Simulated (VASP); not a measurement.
Input of a VASP 6.6.1 run:

Contents of INCAR:

```
PREC = Accurate ; ENCUT = 600
EDIFF = 1E-6 ; ISMEAR = -1
SIGMA = 0.1 ; LREAL = False
LASPH = True ; NELM = 120
ALGO = Normal ; ISIF = 2
LWAVE = False ; LCHARG = True
GGA = PS ; LELF = True
LVHAR = True ; NBANDS = 16
GGA_COMPAT = False
```

Contents of KPOINTS:

```
regular mesh
0
Gamma
  5 5 3
```

File POSCAR:

```
MgS
1.0
    4.0346224100      0.0000000000      0.0000000000
   -2.0173112000      3.4940855000      0.0000000000
    0.0000000000      0.0000000000      6.4322941800
Mg S
2 2
Direct
    0.6666666700      0.3333333300      0.4957548500
    0.3333333300      0.6666666700      0.9957548500
    0.3333333300      0.6666666700      0.3792441500
    0.6666666700      0.3333333300      0.8792441500
```

Potentials or basis: VASP PAW PBE potentials, release 64 (Mg, S).

Run with:

```bash
$ cat potpaw_PBE.64/Mg/POTCAR potpaw_PBE.64/S/POTCAR > POTCAR
$ mpirun -np 1 vasp_std > vasp.out
```

Question: Predict the pressure.

Answer: -0.4 GPa.

Question: Estimate the band gap on the k mesh.

Answer: 3.27 eV.

Forces on the atoms (eV/Å):
```
Mg   0.000  0.000  0.045
Mg   0.000  0.000  0.045
S    0.000  0.000 -0.045
S    0.000  0.000 -0.045
```

Caveat: the PAW data sets were made with another functional, which shifts forces and pressure a little.
